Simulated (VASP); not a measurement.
# Ge (P6_3/mmc) in VASP: further runs

Ge is run at these levels: PBE; tasks: single point.

Everything below comes from runs of VASP 6.6.1. Logs are shortened: lines on timing, memory, paths and dates and some standing lists are left out, and cuts for length are marked.

## Step 1: The cell of the first run

It takes space group P6_3/mmc (No. 194, hexagonal). The conventional cell has a = 2.218 Å, b = 2.218 Å, c = 3.636 Å, α = 90.00°, β = 90.00°, γ = 120.00°. Within 2.9 Å of Ge (site symmetry -6m2) lie 12 Ge at 2.22 Å.

This isn't the form of Ge at room conditions, which is diamond.

## Step 2: Single point, PBE

Contents of INCAR:

```
SYSTEM = Ge
ALGO = Normal
EDIFF = 1E-6
ENCUT = 520
GGA = PE
ISIF = 2
ISMEAR = -1
LASPH = .TRUE.
LCHARG = .TRUE.
LELF = .TRUE.
LREAL = .FALSE.
LVHAR = .TRUE.
LWAVE = .FALSE.
NBANDS = 21
NELM = 80
PREC = Accurate
SIGMA = 0.1
```

Contents of KPOINTS:

```
k-points
0
G
  14 14 8
  0 0 0
```

Contents of POSCAR:

```
Ge
1.0
    2.2182034482      0.0000000000      0.0000000000
   -1.1091017241      1.9210205369      0.0000000000
    0.0000000000      0.0000000000      3.6357892159
Ge
2
Direct
    0.3333333333      0.6666666667      0.2500000000
    0.6666666667      0.3333333333      0.7500000000
```

Potentials or basis: VASP PAW PBE potentials, release 64 (Ge_d).

The run is started by

```sh
$ cat potpaw_PBE.64/Ge_d/POTCAR > POTCAR
$ mpirun -np 1 vasp_std > vasp.out
```

OUTCAR:

```text
SYSTEM = Ge
   EDIFF = 1E-6
   ENCUT = 520
   GGA = PE
   ISIF = 2
   ISMEAR = -1
   LASPH = .TRUE.
   LREAL = .FALSE.
   NELM = 80
   PREC = Accurate

 ion  position               nearest neighbor table
   1  0.333  0.667  0.250-   2 2.22   2 2.22   2 2.22   2 2.22   2 2.22   2 2.22
   2  0.667  0.333  0.750-   1 2.22   1 2.22   1 2.22   1 2.22   1 2.22   1 2.22

  LATTYP: Found a hexagonal cell.
 ALAT       =     2.2182034482
 C/A-ratio  =     1.6390693193

  Lattice vectors:

 A1 = (   2.2182034482,   0.0000000000,   0.0000000000)
 A2 = (  -1.1091017241,   1.9210205369,   0.0000000000)
 A3 = (   0.0000000000,   0.0000000000,   3.6357892159)

Analysis of symmetry for initial positions (statically):
=====================================================================
 Subroutine PRICEL returns:
 Original cell was already a primitive cell.

 Routine SETGRP: Setting up the symmetry group for a
 hexagonal supercell.

 Subroutine GETGRP returns: Found 24 space group operations
 (whereof 12 operations were pure point group operations)
 out of a pool of 24 trial point group operations.

The static configuration has the point symmetry D_3d.
 The point group associated with its full space group is D_6h.

Analysis of symmetry for dynamics (positions and initial velocities):
=====================================================================
 Subroutine PRICEL returns:
 Original cell was already a primitive cell.

 Routine SETGRP: Setting up the symmetry group for a
 hexagonal supercell.

 Subroutine GETGRP returns: Found 24 space group operations
 (whereof 12 operations were pure point group operations)
 out of a pool of 24 trial point group operations.

The dynamic configuration has the point symmetry D_3d.
 The point group associated with its full space group is D_6h.

 Subroutine INISYM returns: Found 24 space group operations
 (whereof 12 operations are pure point group operations),
 and found     1 'primitive' translations

----------------------------------------------------------------------------------------

                                     Primitive cell

  volume of cell :      15.4929

  direct lattice vectors                    reciprocal lattice vectors
     2.218203448  0.000000000  0.000000000     0.450815276  0.260278321  0.000000000
    -1.109101724  1.921020537  0.000000000     0.000000000  0.520556642  0.000000000
     0.000000000  0.000000000  3.635789216     0.000000000  0.000000000  0.275043447

  length of vectors
     2.218203448  2.218203448  3.635789216     0.520556642  0.520556642  0.275043447

  position of ions in fractional coordinates (direct lattice)
     0.333333333  0.666666667  0.250000000
     0.666666667  0.333333333  0.750000000

  ion indices of the primitive-cell ions
   primitive index   ion index
                 1           1
                 2           2

----------------------------------------------------------------------------------------

 KPOINTS: k-points

Automatic generation of k-mesh.
 Grid dimensions read from file:
 generate k-points for:   14   14    8

 Generating k-lattice:

  Cartesian coordinates                     Fractional coordinates (reciprocal lattice)
     0.032201091  0.018591309  0.000000000     0.071428571  0.000000000  0.000000000
     0.000000000  0.037182617  0.000000000     0.000000000  0.071428571  0.000000000
     0.000000000  0.000000000  0.034380431     0.000000000  0.000000000  0.125000000

  Length of vectors
     0.037182617  0.037182617  0.034380431

  Shift w.r.t. Gamma in fractional coordinates (k-lattice)
     0.000000000  0.000000000  0.000000000

 Subroutine IBZKPT returns following result:
 ===========================================

 Found    120 irreducible k-points:

 Following reciprocal coordinates:
            Coordinates               Weight
  0.000000  0.000000  0.000000      1.000000
  0.071429  0.000000  0.000000      6.000000
  0.142857  0.000000  0.000000      6.000000
  0.214286  0.000000  0.000000      6.000000
  0.285714  0.000000  0.000000      6.000000
  0.357143  0.000000  0.000000      6.000000
[... 16 lines left out ...]
  0.285714  0.285714  0.000000      6.000000
  0.357143  0.285714  0.000000      6.000000
 [... further k-points ...]
   k-points           NKPTS =    120   k-points in BZ     NKDIM =    120   number of bands    NBANDS=     21
   number of dos      NEDOS =    301   number of ions     NIONS =      2
   total plane-waves  NPLWV =   7168
   dimension x,y,z NGX =    16 NGY =   16 NGZ =   28
   dimension x,y,z NGXF=    32 NGYF=   32 NGZF=   56
   ions per type =               2
   NGX,Y,Z   is equivalent  to a cutoff of  11.99, 11.99, 12.80 a.u.
   NGXF,Y,Z  is equivalent  to a cutoff of  23.98, 23.98, 25.61 a.u.
 SYSTEM =  Ge
   PREC   = accura    normal or accurate (medium, high low for compatibility)
   ISTART =      0    job   : 0-new  1-cont  2-samecut
   ICHARG =      2    charge: 1-file 2-atom 10-const
   ISPIN  =      1    spin polarized calculation?
   LNONCOLLINEAR =      F non collinear calculations
   LSORBIT =      F    spin-orbit coupling
   LASPH  =      T    aspherical Exc in radial PAW
   ENCUT  =  520.0 eV  38.22 Ry    6.18 a.u.   4.12  4.12  6.76*2*pi/ulx,y,z
   NELM   =     80;   NELMIN=  2; NELMDL= -5     # of ELM steps
   EDIFF  = 0.1E-05   stopping-criterion for ELM
   LREAL  =      F    real-space projection
   EDIFFG = 0.1E-04   stopping-criterion for IOM
   NSW    =      0    number of steps for IOM
   IBRION =     -1    ionic relax: 0-MD 1-quasi-New 2-CG
   NFREE  =      0    steps in history (QN), initial steepest desc. (CG)
   ISIF   =      2    stress and relaxation
   ISYM   =      2    0-nonsym 1-usesym 2-fastsym
   POTIM  = 0.5000    time-step for ionic-motion
   TEBEG  =    0.0;   TEEND  =   0.0 temperature during run
   PSTRESS=    0.0 pullay stress
   NELECT =      28.0000    total number of electrons
   NUPDOWN=      -1.0000    fix difference up-down
   EMIN   =  10.00;   EMAX   =-10.00  energy-range for DOS
   EFERMI =   0.00;   METHOD = LEGACY
   ISMEAR =    -1;   SIGMA  =   0.10  broadening in eV -4-tet -1-fermi 0-gaus
   EFERMI_NEDOS =   21; number of points for ismear=-14 and -15
   IALGO  =     38    algorithm
   IMIX   =      4    mixing-type and parameters
     AMIX     =   0.40;   BMIX     =  1.00
     AMIX_MAG =   1.60;   BMIX_MAG =  1.00
  volume/ion in A,a.u.               =       7.75        52.28
  Fermi-wavevector in a.u.,A,eV,Ry     =   1.994115  3.768330 54.103481  3.976494
  Thomas-Fermi vector in A             =   3.011126
   LORBIT       =      0    0 simple, 1 ext, 2 COOP (PROOUT), +10 PAW based schemes
   GGA     = PE    functional components
   LHFCALC =     F    Hartree Fock is set to
   AEXX    =    0.0000 exact exchange contribution
   IVDW    =     0    specifies the selected vdW correction
   LEPSILON=     F    determine dielectric tensor
   LRPA    =     F    only Hartree local field effects (RPA)
 non-spin polarized calculation
  energy-cutoff  :      520.00
  volume of cell :       15.49
 maximum number of plane-waves:       429
   NGX =  9   NGY =  9   NGZ = 13

 number of electron      28.0000016 magnetization

 Free energy of the ion-electron system (eV)
  ---------------------------------------------------
  ext. energy  EPLUGINS =         0.00000000
  ---------------------------------------------------
  free energy    TOTEN  =         5.97969165 eV

  energy without entropy =        5.99643701  energy(sigma->0) =        5.98806433

 E-fermi :  21.9970     XC(G=0): -16.6517

 val. band max:       21.9576747110   @ k =   0.2143   0.0714   0.1250
 cond. band min:      22.0178543936   @ k =   0.5000   0.0000   0.0000
 fundamental gap:      0.0601796827
 Fermi energy:        21.9970234153

 k-point     1 :       0.0000    0.0000    0.0000
  band No.  band energies     occupation
      1      -5.9342      2.00000
      2      -5.3380      2.00000
      3      -5.2591      2.00000
      4      -5.2591      2.00000
      5      -5.1414      2.00000
      6      -5.1414      2.00000
[... 13 lines left out ...]
     20      40.8646      0.00000
     21      45.0135      0.00000

 k-point     2 :       0.0714    0.0000    0.0000
  band No.  band energies     occupation
      1      -5.8937      2.00000
      2      -5.3727      2.00000
      3      -5.2205      2.00000
      4      -5.2126      2.00000
      5      -5.1506      2.00000
      6      -5.0991      2.00000
[... 13 lines left out ...]
     20      43.0543      0.00000
     21      43.6603      0.00000

 k-point     3 :       0.1429    0.0000    0.0000
  band No.  band energies     occupation
      1      -5.8130      2.00000
      2      -5.4263      2.00000
      3      -5.2094      2.00000
      4      -5.1059      2.00000
      5      -5.0811      2.00000
      6      -5.0681      2.00000
[... 13 lines left out ...]
     20      43.3774      0.00000
     21      43.8846      0.00000

 k-point     4 :       0.2143    0.0000    0.0000
  band No.  band energies     occupation
      1      -5.8176      2.00000
      2      -5.4317      2.00000
      3      -5.2494      2.00000
      4      -5.2388      2.00000
      5      -5.0906      2.00000
      6      -4.9709      2.00000
[... 13 lines left out ...]
     20      41.9678      0.00000
     21      43.4393      0.00000

 k-point     5 :       0.2857    0.0000    0.0000
  band No.  band energies     occupation
      1      -5.9242      2.00000
      2      -5.4952      2.00000
      3      -5.4737      2.00000
      4      -5.1710      2.00000
      5      -5.1464      2.00000
      6      -4.8516      2.00000
[... 13 lines left out ...]
     20      40.0365      0.00000
     21      42.3991      0.00000

 k-point     6 :       0.3571    0.0000    0.0000
  band No.  band energies     occupation
      1      -6.0444      2.00000
      2      -5.6780      2.00000
      3      -5.5945      2.00000
      4      -5.2393      2.00000
      5      -5.0261      2.00000
      6      -4.9401      2.00000
[... 13 lines left out ...]
     20      38.7064      0.00000
     21      41.6684      0.00000

 k-point     7 :       0.4286    0.0000    0.0000
  band No.  band energies     occupation
      1      -6.1314      2.00000
      2      -5.8161      2.00000
      3      -5.6693      2.00000
      4      -5.2848      2.00000
      5      -4.9944      2.00000
      6      -4.9460      2.00000
[... 13 lines left out ...]
     20      38.0223      0.00000
     21      41.2354      0.00000
[... 291 lines left out ...]
      1      -5.6705      2.00000
      2      -5.6367      2.00000
      3      -5.6272      2.00000
      4      -5.2988      2.00000
      5      -5.0027      2.00000
      6      -4.9267      2.00000
[... 13 lines left out ...]
     20      43.7446      0.00000
     21      45.8628      0.00000

 k-point    21 :       0.2857    0.2143    0.0000
  band No.  band energies     occupation
      1      -5.7935      2.00000
      2      -5.7070      2.00000
      3      -5.5122      2.00000
      4      -5.3051      2.00000
      5      -5.0117      2.00000
      6      -4.9470      2.00000
[... 13 lines left out ...]
     20      44.0000      0.00000
     21      49.2722      0.00000

 k-point    22 :       0.3571    0.2143    0.0000
  band No.  band energies     occupation
      1      -5.8604      2.00000
      2      -5.7496      2.00000
      3      -5.4368      2.00000
      4      -5.2876      2.00000
      5      -5.0786      2.00000
      6      -4.9139      2.00000
[... 13 lines left out ...]
     20      43.7563      0.00000
     21      51.2686      0.00000

 k-point    23 :       0.2857    0.2857    0.0000
  band No.  band energies     occupation
      1      -5.8574      2.00000
      2      -5.5194      2.00000
      3      -5.5180      2.00000
      4      -5.2780      2.00000
      5      -5.0957      2.00000
      6      -4.9827      2.00000
[... 13 lines left out ...]
     20      47.9590      0.00000
     21      49.5028      0.00000

 k-point    24 :       0.3571    0.2857    0.0000
  band No.  band energies     occupation
      1      -5.8798      2.00000
      2      -5.5233      2.00000
      3      -5.3948      2.00000
      4      -5.2408      2.00000
      5      -5.1528      2.00000
      6      -5.0970      2.00000
[... 13 lines left out ...]
     20      48.4428      0.00000
     21      52.6382      0.00000

 [... further k-points ...]

------------------------ aborting loop because EDIFF is reached ----------------------------------------

  FORCE on cell =-STRESS in cart. coord.  units (eV):
  Direction    XX          YY          ZZ          XY          YZ          ZX
  --------------------------------------------------------------------------------------
  -------------------------------------------------------------------------------------
  Total       44.8250827     44.8250827     44.7763467      0.0000000     -0.0000000      0.0000000
  in kB     4635.5321830   4635.5321830   4630.4922122      0.0000000     -0.0000000      0.0000000
  external PRESSURE =    4633.8521927 kB  Pullay stress =       0.0000000 kB

 VOLUME and BASIS-vectors are now :
 -----------------------------------------------------------------------------
  energy-cutoff  :      520.00
  volume of cell :       15.49
      direct lattice vectors                 reciprocal lattice vectors
     2.218203448  0.000000000  0.000000000     0.450815276  0.260278321  0.000000000
    -1.109101724  1.921020537  0.000000000     0.000000000  0.520556642  0.000000000
     0.000000000  0.000000000  3.635789216     0.000000000  0.000000000  0.275043447

 POSITION                                       TOTAL-FORCE (eV/Angst)
 -----------------------------------------------------------------------------------
     -0.00000      1.28068      0.90895         0.000000      0.000000      0.000000
      1.10910      0.64034      2.72684        -0.000000     -0.000000      0.000000
 -----------------------------------------------------------------------------------
    total drift:                               -0.000000      0.000000     -0.000000

  FREE ENERGIE OF THE ION-ELECTRON SYSTEM (eV)
  ---------------------------------------------------
  free  energy   TOTEN  =         5.9796916543 eV

  energy  without entropy=        5.9964370092  energy(sigma->0) =        5.98806433
```

Run time: 18 s. Hardware: 1 thread of Intel Xeon 6975P-C (Granite Rapids), shared host; peak memory 0.14 GiB.

Results:

* Free energy: 5.9797 eV
* Pressure: 463.4 GPa
* Band gap on the k mesh: zero (bands 14 and 15 overlap by 20.01 eV)

Levels at points of the mesh, in eV from the Fermi level:
```
           k point  band 12  band 13  band 14  band 15  band 16  band 17
(0.00, 0.00, 0.00)   -13.98   -10.97    14.87    14.87    16.01    17.15
(0.50, 0.00, 0.00)   -13.48    -3.76    -2.90    -0.57     0.02     4.18
(0.00, 0.00, 0.50)   -21.92     2.16     2.16    16.96    16.96    17.62
(0.50, 0.00, 0.50)   -12.54    -8.96    -8.96     7.69     7.69     9.91
```

Caveat: the cell stands under pressure.

## Step 3: Single point, PBE (7.75 Å³/atom)

Contents of INCAR:

```
  ALGO = Normal
  EDIFF = 1E-7
  ENCUT = 520
  GGA = PE
  ISIF = 2
  ISMEAR = -1
  LASPH = True
  LCHARG = False
  LREAL = False
  LWAVE = False
  NBANDS = 21
  NELM = 60
  PREC = Accurate
  SIGMA = 0.1
```

Contents of KPOINTS:

```
k-points
0
Gamma
  14 14 8
```

POSCAR is that of step 2.

Potentials or basis: VASP PAW PBE potentials, release 64 (Ge_d).

The run is started by

```sh
$ cat potpaw_PBE.64/Ge_d/POTCAR > POTCAR
$ mpirun -np 1 vasp_std > vasp.out
```

It took 19 s on 1 thread of Intel Xeon 6975P-C (Granite Rapids), shared host; peak memory 0.14 GiB.

The run converged. Its results:

* Free energy: 5.9797 eV
* Pressure: 463.5 GPa
* Band gap on the k mesh: zero (bands 14 and 15 overlap by 20.01 eV)

Stress tensor (GPa, compression positive):
```
463.71   0.00   0.00
  0.00 463.71   0.00
  0.00   0.00 463.21
```

Levels at points of the mesh, in eV from the Fermi level:
```csv
k point,band 10,band 11,band 12,band 13,band 14,band 15,band 16,band 17,band 18,band 19
"(0.00, 0.00, 0.00)",-26.35,-25.03,-13.98,-10.97,14.87,14.87,16.01,17.15,17.15,18.80
"(0.50, 0.00, 0.00)",-26.22,-14.38,-13.48,-3.76,-2.90,-0.57,0.02,4.18,10.92,15.43
"(0.00, 0.00, 0.50)",-26.54,-21.92,-21.92,2.16,2.16,16.96,16.96,17.62,17.62,17.62
"(0.50, 0.00, 0.50)",-26.24,-12.54,-12.54,-8.96,-8.96,7.69,7.69,9.91,9.91,11.09
```

Caveat: the cell stands under pressure.
